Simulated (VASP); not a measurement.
Input of a VASP 6.6.1 run:

INCAR

```
PREC = Accurate ; ENCUT = 500
EDIFF = 1E-6 ; ISMEAR = 0
SIGMA = 0.1 ; LREAL = False
LASPH = True ; NELM = 200
ALGO = Normal ; ISIF = 2
LWAVE = False ; LCHARG = True
ISPIN = 2 ; MAGMOM = 0 0 0 0 1 1
LORBIT = 11 ; LMAXMIX = 4
GGA = PE ; LELF = True
LVHAR = True ; NBANDS = 34
GGA_COMPAT = False
```

Contents of KPOINTS:

```
regular mesh
0
Gamma
  6 6 2
```

Contents of POSCAR:

```
Al2Rh
1.0
    2.8487824875      0.0000000000      0.0000000000
    0.0000000000      2.8487824875      0.0000000000
    0.0000000000      0.0000000000     12.0608407048
Al Rh
4 2
Direct
    0.0000000000      0.5000000000      0.8333568073
    0.0000000000      0.5000000000      0.3333568073
    0.5000000000      0.0000000000      0.6666431927
    0.5000000000      0.0000000000      0.1666431927
    0.0000000000      0.0000000000      0.5000000000
    0.5000000000      0.5000000000      0.0000000000
```

Potentials or basis: VASP PAW PBE potentials, release 64 (Al, Rh_pv).

Command:

```bash
$ cat potpaw_PBE.64/Al/POTCAR potpaw_PBE.64/Rh_pv/POTCAR > POTCAR
$ mpirun -np 1 vasp_std > vasp.out
```

Problem. What does it give for the net moment?

Solution. -0.21 μB per cell.

Problem. Estimate the pressure.

Solution. 0.0 GPa.

Problem. What does it give for the site moments?

Solution. Al +0.00; Rh -0.10 μB.

Problem. What does it give for the largest force?

Solution. 0.013 eV/Å.

Forces in eV/Å, atoms in the order of the input:
```
Al   0.000  0.000 -0.013
Al   0.000  0.000 -0.013
Al   0.000  0.000  0.013
Al   0.000  0.000  0.013
Rh   0.000  0.000  0.000
Rh   0.000  0.000  0.000
```

Caveat: the k points lie up to 0.37 Å⁻¹ apart.
